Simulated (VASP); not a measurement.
The system is RbBr.

```
Rb Br
1.0
     4.77109    0.00000    0.00000
    -2.38555    4.13189    0.00000
     0.00000    0.00000    8.41015
Rb Br
2 2
Direct
  0.00000 0.00000 0.00000
  0.00000 0.00000 0.50000
  0.33333 0.66667 0.25000
  0.66667 0.33333 0.75000
```

Program: VASP 6.6.1. Alike in all runs: task single point; no spin polarisation; cell as given; k mesh 6 × 6 × 4; cutoff (eV) 520.

Order these runs on this cell by their band gap on the k mesh, lowest first.
A. level LDA; potentials or basis VASP PAW LDA potentials, release 64 (Rb_sv, Br); smearing gaussian 0.01 eV
B. level r2SCAN; potentials or basis VASP PAW PBE potentials, release 64 (Rb_sv, Br); smearing gaussian 0.01 eV
C. level PBE; potentials or basis VASP PAW PBE potentials, release 64 (Rb_sv, Br); smearing fermi-dirac 0.02 eV

A (3.84 eV), C (4.23 eV), B (4.84 eV).

A k mesh can miss the band edges.
